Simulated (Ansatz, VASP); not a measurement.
# ScBiTe3: VASP beside Ansatz

File INCAR:

```
PREC = Accurate
ENCUT = 600
EDIFF = 1E-7
ISMEAR = 0
SIGMA = 0.1
LREAL = False
LASPH = True
NELM = 60
ALGO = Normal
ISIF = 3
LWAVE = False
LCHARG = False
GGA = PE
IBRION = 2
NSW = 90
EDIFFG = -0.04
```

File KPOINTS:

```
Automatic mesh
0
Gamma
  4 4 4
```

POSCAR

```
ScBiTe3
1.0
    5.3472960100      0.0000000000      0.0000000000
    0.0000000000      5.3472960100      0.0000000000
    0.0000000000      0.0000000000      5.3472960100
Sc Bi Te
1 1 3
Direct
    0.5000000000      0.5000000000      0.5000000000
    0.0000000000      0.0000000000      0.0000000000
    0.0000000000      0.5000000000      0.5000000000
    0.5000000000      0.0000000000      0.5000000000
    0.5000000000      0.5000000000      0.0000000000
```

Input for Ansatz:

```yaml
crystal:
  lattice:
    - [5.34729601, 0.0, 0.0]
    - [0.0, 5.34729601, 0.0]
    - [0.0, 0.0, 5.34729601]
  atoms:
    - { symbol: Sc, position: [0.5, 0.5, 0.5] }
    - { symbol: Bi, position: [0.0, 0.0, 0.0] }
    - { symbol: Te, position: [0.0, 0.5, 0.5] }
    - { symbol: Te, position: [0.5, 0.0, 0.5] }
    - { symbol: Te, position: [0.5, 0.5, 0.0] }
basis:
  ecutwfc: 420
kpoints:
  mp_grid: { grid: [4, 4, 4] }
hamiltonian:
  xc: pbe
scf:
  occupations: { method: gaussian, width: 0.1 }
  lower_state_search: "off"
output:
  forces: true
  stress: true
  eigenvalues: true
relax:
  adjacent_minimum: "off"
  f_tol: 0.04
  max_steps: 70
  cell: { stress_tol: 0.4 }
```

Change from the starting cell: species swapped into the Pr3InO type (Pm-3m, No. 221).

Alike in both runs: task relaxation of cell and atoms; functional PBE; k mesh 4 × 4 × 4; occupations gaussian, width 0.1 eV; no spin polarisation.

```csv
,VASP,Ansatz
version,VASP 6.6.1,Ansatz 0.2.0
potentials or method,"VASP PAW PBE potentials, release 64 (Sc_sv, Bi_d, Te), cutoff 600 eV","scalar-relativistic, plane waves, PAW"
valence electrons in the cell,44,74
```

Ansatz gave:

| Quantity | Value |
| --- | --- |
| gap on the k mesh at the Fermi level, each at its own relaxed structure (eV) | none |
| relaxed volume (Å³/atom) | 34.09 |
| relaxed length of the cell vector where the two differ most in proportion (Å) | 5.545 |

Q: Estimate VASP's values.

A: gap on the k mesh at the Fermi level, each at its own relaxed structure (eV): none; relaxed volume (Å³/atom): 33.96; relaxed length of the cell vector where the two differ most in proportion (Å): 5.537.

A gap of «none» marks a metal or a gap that the smearing closes. VASP's potentials hold 44 valence electrons a cell and Ansatz's 74, so a difference there can come from the potentials and not from the codes.

Spin-orbit coupling is off throughout.
